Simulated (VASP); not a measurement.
Crystal: Gd.

```xyz
2
Lattice="3.6360 0.0000 0.0000 -1.8180 3.1489 0.0000 0.0000 0.0000 5.7826" Properties=species:S:1:pos:R:3 pbc="T T T"
Gd    0.0000    2.0992    1.4457
Gd    1.8180    1.0496    4.3369
```

| Item | Value |
| --- | --- |
| Program | VASP 6.6.1 |
| Task | relaxation of cell and atoms |
| Functional | PBEsol |
| Potentials or basis | VASP PAW PBE potentials, release 64 (Gd) |
| Cutoff | 600 eV |
| k mesh | 7 × 7 × 4 |
| Occupations | fermi-dirac, width 0.1 eV |
| Spin | collinear spin, ferromagnetic start |
| Starting moments | [7.0, 7.0] μB |

At the start: pressure -1.5 GPa; volume 33.10 Å³/atom.

Problem. How do energy, volume and symmetry change on relaxing?

Solution. Over 5 steps the energy falls by 9.1 meV/atom and the volume is 31.43 Å³/atom (-5.1 %); space group P6_3/mmc (No. 194, to 0.1 Å) before and after; moment 15.12 μB per cell.

The path:
```tsv
step	energy change (eV)	largest force (eV/Å)	pressure (GPa)	volume (Å³)
1	0.0000	0.0000	-1.53	66.21
2	-0.0179	0.0000	-0.41	63.21
3	-0.0170	0.0000	0.31	62.00
4	-0.0180	0.0000	0.28	62.51
5	-0.0182	0.0000	0.03	62.86
```

Final structure:
```xyz
2
Lattice="3.5716 0.0000 0.0000 -1.7858 3.0931 0.0000 0.0000 0.0000 5.6904" Properties=species:S:1:pos:R:3 pbc="T T T"
Gd    0.0000    2.0621    1.4226
Gd    1.7858    1.0310    4.2678
```

Caveat: the PAW data sets were made with another functional, which shifts forces and pressure a little; semilocal functionals describe open f shells poorly, which spoils levels, moments and volumes.
